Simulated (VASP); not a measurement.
# Zn3F (I4/mmm) in VASP: single point with PBE

Aim: the single point of Zn3F with PBE.

All numbers are computed with VASP 6.6.1; they aren't measurements. Logs are shortened: lines on timing, memory, paths and dates and some standing lists are left out, and cuts for length are marked.

## Step 1: The cell of the first run

The structure is tetragonal, space group I4/mmm (No. 139). Conventional cell: a = 3.896 Å, b = 3.896 Å, c = 7.804 Å, α = 90.00°, β = 90.00°, γ = 90.00°. Within 3.6 Å of Zn (site symmetry 4/mmm) lie 4 F at 2.75 Å and 8 Zn at 2.76 Å. Within 3.6 Å of Zn (site symmetry -4m2) lie 8 Zn at 2.75 to 2.76 Å and 4 F at 2.76 Å. F (site symmetry 4/mmm) has 12 Zn at 2.75 to 2.76 Å within 3.6 Å.

## Step 2: Single point, PBE, collinear spin, ferromagnetic start

INCAR

```
SYSTEM = Zn3F
  ALGO = Normal
  EDIFF = 1E-6
  ENCUT = 600
  GGA = PE
  GGA_COMPAT = .False.
  ISIF = 2
  ISMEAR = 0
  ISPIN = 2
  LASPH = .True.
  LCHARG = .True.
  LELF = .True.
  LORBIT = 11
  LREAL = .False.
  LVHAR = .True.
  LWAVE = .False.
  MAGMOM = 0 0 0 1
  NBANDS = 34
  NELM = 200
  PREC = Accurate
  SIGMA = 0.1
```

KPOINTS

```
k-points
0
Gamma
  6 6 6
  0 0 0
```

POSCAR

```
Zn3F
1.0
   -1.9478538400      1.9478538400      3.9019184700
    1.9478538400     -1.9478538400      3.9019184700
    1.9478538400      1.9478538400     -3.9019184700
Zn F
3 1
Direct
    0.5000000000      0.5000000000      0.0000000000
    0.7500000000      0.2500000000      0.5000000000
    0.2500000000      0.7500000000      0.5000000000
    0.0000000000      0.0000000000      0.0000000000
```

Potentials or basis: VASP PAW PBE potentials, release 64 (Zn, F).

The run is started by

```
cat potpaw_PBE.64/Zn/POTCAR potpaw_PBE.64/F/POTCAR > POTCAR
mpirun -np 1 vasp_std > vasp.out
```

OUTCAR:

```text
SYSTEM = Zn3F
   EDIFF = 1E-6
   ENCUT = 600
   GGA = PE
   ISIF = 2
   ISMEAR = 0
   ISPIN = 2
   LASPH = .True.
   LORBIT = 11
   LREAL = .False.
   NELM = 200
   PREC = Accurate

 ion  position               nearest neighbor table
   1  0.500  0.500  0.000-   3 2.76   2 2.76   2 2.76   3 2.76   2 2.76   3 2.76   3 2.76   2 2.76

   2  0.750  0.250  0.500-   3 2.75   3 2.75   3 2.75   3 2.75   1 2.76   1 2.76   1 2.76   1 2.76

   3  0.250  0.750  0.500-   2 2.75   2 2.75   2 2.75   2 2.75   1 2.76   1 2.76   1 2.76   1 2.76

   4  0.000  0.000  0.000-

  LATTYP: Found a body centered tetragonal cell.
 ALAT       =     3.8957076800
 C/A-ratio  =     2.0031885298

  Lattice vectors:

 A1 = (  -1.9478538400,   1.9478538400,   3.9019184700)
 A2 = (   1.9478538400,  -1.9478538400,   3.9019184700)
 A3 = (   1.9478538400,   1.9478538400,  -3.9019184700)

Analysis of symmetry for initial positions (statically):
=====================================================================
 Subroutine PRICEL returns:
 Original cell was already a primitive cell.

 Routine SETGRP: Setting up the symmetry group for a
 body centered tetragonal supercell.

 Subroutine GETGRP returns: Found 16 space group operations
 (whereof 16 operations were pure point group operations)
 out of a pool of 16 trial point group operations.

The static configuration has the point symmetry D_4h.

Analysis of symmetry for dynamics (positions and initial velocities):
=====================================================================
 Subroutine PRICEL returns:
 Original cell was already a primitive cell.

 Routine SETGRP: Setting up the symmetry group for a
 body centered tetragonal supercell.

 Subroutine GETGRP returns: Found 16 space group operations
 (whereof 16 operations were pure point group operations)
 out of a pool of 16 trial point group operations.

The dynamic configuration has the point symmetry D_4h.

Analysis of structural, dynamic, and magnetic symmetry:
=====================================================================
 Subroutine PRICEL returns:
 Original cell was already a primitive cell.

 Routine SETGRP: Setting up the symmetry group for a
 body centered tetragonal supercell.

 Subroutine GETGRP returns: Found 16 space group operations
 (whereof 16 operations were pure point group operations)
 out of a pool of 16 trial point group operations.

The overall configuration has the point symmetry D_4h.

 Subroutine INISYM returns: Found 16 space group operations
 (whereof 16 operations are pure point group operations),
 and found     1 'primitive' translations

----------------------------------------------------------------------------------------

                                     Primitive cell

  volume of cell :      59.2176

  direct lattice vectors                    reciprocal lattice vectors
    -1.947853840  1.947853840  3.901918470     0.000000000  0.256692771  0.128142093
     1.947853840 -1.947853840  3.901918470     0.256692771  0.000000000  0.128142093
     1.947853840  1.947853840 -3.901918470     0.256692771  0.256692771  0.000000000

  length of vectors
     4.776320436  4.776320436  4.776320436     0.286899939  0.286899939  0.363018398

  position of ions in fractional coordinates (direct lattice)
     0.500000000  0.500000000  0.000000000
     0.750000000  0.250000000  0.500000000
     0.250000000  0.750000000  0.500000000
     0.000000000  0.000000000  0.000000000

  ion indices of the primitive-cell ions
   primitive index   ion index
                 1           1
                 2           2
                 3           3
                 4           4

----------------------------------------------------------------------------------------

 KPOINTS: k-points

Automatic generation of k-mesh.
 Grid dimensions read from file:
 generate k-points for:    6    6    6

 Generating k-lattice:

  Cartesian coordinates                     Fractional coordinates (reciprocal lattice)
     0.000000000  0.042782129  0.021357016     0.166666667 -0.000000000  0.000000000
     0.042782129  0.000000000  0.021357016    -0.000000000  0.166666667  0.000000000
     0.042782129  0.042782129  0.000000000     0.000000000  0.000000000  0.166666667

  Length of vectors
     0.047816656  0.047816656  0.060503066

  Shift w.r.t. Gamma in fractional coordinates (k-lattice)
     0.000000000  0.000000000  0.000000000

 Subroutine IBZKPT returns following result:
 ===========================================

 Found     30 irreducible k-points:

 Following reciprocal coordinates:
            Coordinates               Weight
  0.000000  0.000000  0.000000      1.000000
  0.166667  0.000000 -0.000000      8.000000
  0.333333 -0.000000  0.000000      8.000000
  0.500000 -0.000000  0.000000      4.000000
  0.166667  0.166667 -0.000000      8.000000
  0.333333  0.166667  0.000000     16.000000
[... 16 lines left out ...]
 -0.333333 -0.333333  0.166667      8.000000
 -0.166667 -0.333333  0.166667      8.000000
 [... further k-points ...]
   k-points           NKPTS =     30   k-points in BZ     NKDIM =     30   number of bands    NBANDS=     34
   number of dos      NEDOS =    301   number of ions     NIONS =      4
   total plane-waves  NPLWV =  64000
   dimension x,y,z NGX =    40 NGY =   40 NGZ =   40
   dimension x,y,z NGXF=    80 NGYF=   80 NGZF=   80
   ions per type =               3   1
   NGX,Y,Z   is equivalent  to a cutoff of  13.92, 13.92, 13.92 a.u.
   NGXF,Y,Z  is equivalent  to a cutoff of  27.85, 27.85, 27.85 a.u.
 SYSTEM =  Zn3F
   PREC   = accura    normal or accurate (medium, high low for compatibility)
   ISTART =      0    job   : 0-new  1-cont  2-samecut
   ICHARG =      2    charge: 1-file 2-atom 10-const
   ISPIN  =      2    spin polarized calculation?
   LNONCOLLINEAR =      F non collinear calculations
   LSORBIT =      F    spin-orbit coupling
   LASPH  =      T    aspherical Exc in radial PAW
   ENCUT  =  600.0 eV  44.10 Ry    6.64 a.u.   9.54  9.54  9.54*2*pi/ulx,y,z
   NELM   =    200;   NELMIN=  2; NELMDL= -5     # of ELM steps
   EDIFF  = 0.1E-05   stopping-criterion for ELM
   LREAL  =      F    real-space projection
   EDIFFG = 0.1E-04   stopping-criterion for IOM
   NSW    =      0    number of steps for IOM
   IBRION =     -1    ionic relax: 0-MD 1-quasi-New 2-CG
   NFREE  =      0    steps in history (QN), initial steepest desc. (CG)
   ISIF   =      2    stress and relaxation
   ISYM   =      2    0-nonsym 1-usesym 2-fastsym
   POTIM  = 0.5000    time-step for ionic-motion
   TEBEG  =    0.0;   TEEND  =   0.0 temperature during run
   PSTRESS=    0.0 pullay stress
   NELECT =      43.0000    total number of electrons
   NUPDOWN=      -1.0000    fix difference up-down
   EMIN   =  10.00;   EMAX   =-10.00  energy-range for DOS
   EFERMI =   0.00;   METHOD = LEGACY
   ISMEAR =     0;   SIGMA  =   0.10  broadening in eV -4-tet -1-fermi 0-gaus
   EFERMI_NEDOS =   21; number of points for ismear=-14 and -15
   IALGO  =     38    algorithm
   IMIX   =      4    mixing-type and parameters
     AMIX     =   0.40;   BMIX     =  1.00
     AMIX_MAG =   1.60;   BMIX_MAG =  1.00
  volume/ion in A,a.u.               =      14.80        99.91
  Fermi-wavevector in a.u.,A,eV,Ry     =   1.471456  2.780649 29.459109  2.165183
  Thomas-Fermi vector in A             =   2.586590
   LORBIT       =     11    0 simple, 1 ext, 2 COOP (PROOUT), +10 PAW based schemes
   GGA     = PE    functional components
   LHFCALC =     F    Hartree Fock is set to
   AEXX    =    0.0000 exact exchange contribution
   IVDW    =     0    specifies the selected vdW correction
   LEPSILON=     F    determine dielectric tensor
   LRPA    =     F    only Hartree local field effects (RPA)
 spin polarized calculation
 Gauss-broadening in eV      SIGMA  =   0.10
  energy-cutoff  :      600.00
  volume of cell :       59.22
 maximum number of plane-waves:      1990
 NGX is ok and might be reduce to    40
   NGX = 19   NGY = 19   NGZ = 19

 number of electron      42.9999984 magnetization      -0.0008911

 number of electron      42.9999984 magnetization       0.0000577

 Free energy of the ion-electron system (eV)
  ---------------------------------------------------
  ext. energy  EPLUGINS =         0.00000000
  ---------------------------------------------------
  free energy    TOTEN  =        -6.85057142 eV

  energy without entropy =       -6.84367411  energy(sigma->0) =       -6.84712277

 E-fermi :   2.2139     XC(G=0): -10.9305

 val. band max:        2.0919886461   @ k =   0.1667   0.0000  -0.0000
 cond. band min:       2.2246992308   @ k =   0.3333   0.1667   0.0000
 fundamental gap:      0.1327105848
 Fermi energy:         2.2139138244

 spin component 1

 k-point     1 :       0.0000    0.0000    0.0000
  band No.  band energies     occupation
      1     -20.5448      1.00000
      2      -6.1602      1.00000
      3      -5.5635      1.00000
      4      -5.5217      1.00000
      5      -5.2765      1.00000
      6      -5.2765      1.00000
[... 853 lines left out ...]
     32      16.4014      0.00000
     33      17.1275      0.00000

 [... further k-points ...]

 spin component 2

 k-point     1 :       0.0000    0.0000    0.0000
  band No.  band energies     occupation
      1     -20.5449      1.00000
      2      -6.1602      1.00000
      3      -5.5635      1.00000
      4      -5.5217      1.00000
      5      -5.2765      1.00000
      6      -5.2764      1.00000
[... 853 lines left out ...]
     32      16.4015      0.00000
     33      17.1276      0.00000

 [... further k-points ...]

 [bands above 33 left out]

------------------------ aborting loop because EDIFF is reached ----------------------------------------

  FORCE on cell =-STRESS in cart. coord.  units (eV):
  Direction    XX          YY          ZZ          XY          YZ          ZX
  --------------------------------------------------------------------------------------
  -------------------------------------------------------------------------------------
  Total       -0.3077310     -0.3077310      1.0270057      0.0000000      0.0000000     -0.0000000
  in kB       -8.3258954     -8.3258954     27.7864162      0.0000000      0.0000000     -0.0000000
  external PRESSURE =       3.7115418 kB  Pullay stress =       0.0000000 kB

 VOLUME and BASIS-vectors are now :
 -----------------------------------------------------------------------------
  energy-cutoff  :      600.00
  volume of cell :       59.22
      direct lattice vectors                 reciprocal lattice vectors
    -1.947853840  1.947853840  3.901918470     0.000000000  0.256692771  0.128142093
     1.947853840 -1.947853840  3.901918470     0.256692771  0.000000000  0.128142093
     1.947853840  1.947853840 -3.901918470     0.256692771  0.256692771  0.000000000

 POSITION                                       TOTAL-FORCE (eV/Angst)
 -----------------------------------------------------------------------------------
      0.00000      0.00000      3.90192         0.000000     -0.000000     -0.000000
      0.00000      1.94785      1.95096         0.000000     -0.000000     -0.000000
      1.94785      0.00000      1.95096        -0.000000      0.000000      0.000000
      0.00000      0.00000      0.00000         0.000000     -0.000000     -0.000000
 -----------------------------------------------------------------------------------
    total drift:                               -0.000000     -0.000000      0.000000

  FREE ENERGIE OF THE ION-ELECTRON SYSTEM (eV)
  ---------------------------------------------------
  free  energy   TOTEN  =        -6.8505714224 eV

  energy  without entropy=       -6.8436741130  energy(sigma->0) =       -6.84712277

 total charge

# of ion       s       p       d       tot
------------------------------------------
    1        0.647   0.293   9.730  10.670
    2        0.642   0.281   9.741  10.664
    3        0.642   0.281   9.741  10.664
    4        1.751   4.265   0.000   6.016
--------------------------------------------------
tot          3.682   5.119  29.212  38.013

 magnetization (x)

# of ion       s       p       d       tot
------------------------------------------
    1       -0.000   0.000  -0.000  -0.000
    2       -0.000   0.000  -0.000  -0.000
    3       -0.000   0.000  -0.000  -0.000
    4        0.000  -0.000   0.000  -0.000
--------------------------------------------------
tot         -0.000  -0.000  -0.000  -0.000
```

Run time: 6.5 min. Hardware: 1 thread of AMD EPYC 7R13, shared host; peak memory 0.3 GiB.

Results:

| Item | Value |
| --- | --- |
| Free energy | -6.8506 eV |
| Pressure | 0.4 GPa |
| Net moment | 0.00 μB per cell |
| Valence electrons inside the program's atomic spheres | Zn 10.67, 10.66; F 6.02 |

Caveat: the k points lie up to 0.38 Å⁻¹ apart.
